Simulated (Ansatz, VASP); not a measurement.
# Two plane-wave programs on Fe

File POSCAR:

```
Fe
1.0
    4.0524593180      0.0000000000      0.0000000000
   -2.0262296590      3.5095327172      0.0000000000
    0.0000000000      0.0000000000      2.4841575619
Fe
3
Direct
    0.0000000000      0.0000000000      0.0000000000
    0.3333333333      0.6666666667      0.5000000000
    0.6666666667      0.3333333333      0.5000000000
```

The input INCAR.step1:

```
ALGO = Normal ; EDIFF = 1E-4
ENCUT = 600 ; GGA = PE
ISMEAR = -1 ; ISPIN = 2
LASPH = True ; LCHARG = False
LMAXMIX = 4 ; LREAL = False
LWAVE = True ; MAGMOM = 2.5 2.5 2.5
NELM = 150 ; PREC = Accurate
SIGMA = 0.05
```

INCAR.step2

```
ALGO = Normal ; EDIFF = 1E-6
EDIFFG = -0.01 ; ENCUT = 600
IBRION = 2 ; ISIF = 3
ISMEAR = -1 ; ISPIN = 2
ISTART = 1 ; LASPH = True
LCHARG = False ; LMAXMIX = 4
LMIXTAU = True ; LORBIT = 11
LREAL = False ; LWAVE = False
MAGMOM = 2.5 2.5 2.5 ; METAGGA = R2SCAN
NELM = 150 ; NSW = 80
PREC = Accurate ; SIGMA = 0.05
```

KPOINTS

```
k-points
0
Gamma
  9 9 13
```

Input for Ansatz:

```yaml
crystal:
  lattice:
    - [4.052459318, 0.0, 0.0]
    - [-2.026229659, 3.5095327172, 0.0]
    - [0.0, 0.0, 2.4841575619]
  atoms:
    - { symbol: Fe, position: [0.0, 0.0, 0.0], spin: 2.5 }
    - { symbol: Fe, position: [0.3333333333, 0.6666666667, 0.5], spin: 2.5 }
    - { symbol: Fe, position: [0.6666666667, 0.3333333333, 0.5], spin: 2.5 }
hamiltonian:
  xc: r2scan
  pseudopotentials:
    kind: paw
    azcp:
      Fe: "pseudopotentials/Fe.paw.azcp"
basis:
  ecutwfc: 500
  fft_grid_basis: typed
kpoints:
  mp_grid: { grid: [9, 9, 13], shift: [0, 0, 0] }
magnetization:
  spin_polarized: true
scf:
  occupations: { method: fermi_dirac, width: 0.05 }
relax:
  max_steps: 60
  f_tol: 0.01
  cell: {}
```

Alike in both runs: task relaxation of cell and atoms; functional r2SCAN; k mesh 9 × 9 × 13; occupations fermi-dirac, width 0.05 eV; collinear spin.

```csv
,VASP,Ansatz
version,VASP 6.6.1,Ansatz 0.2.0
potentials or method,"VASP PAW PBE potentials, release 64 (Fe), cutoff 600 eV","plane waves (500 eV) with PAW, scalar-relativistic"
valence electrons in the cell,24,48
```

VASP gave:

| Quantity | Value |
| --- | --- |
| net moment per atom (μB) | 1.83 |
| size of the moment on the site where the two differ most (μB) | 0.03 |
| relaxed volume (Å³/atom) | 11.52 |
| relaxed length of the cell vector where the two differ most in proportion (Å) | 4.088 |

Problem. What did Ansatz give for the same quantities?

Solution. net moment per atom (μB): 2.81; size of the moment on the site where the two differ most (μB): 2.93; relaxed volume (Å³/atom): 12.27; relaxed length of the cell vector where the two differ most in proportion (Å): 4.209.

The net moments are unlike, so the other rows may belong to different states. VASP's potentials were made for PBE, not for r2SCAN. Site moments also hang on the region over which each program counts them. VASP's potentials hold 24 valence electrons a cell and Ansatz's 48, so a difference there can come from the potentials and not from the codes.
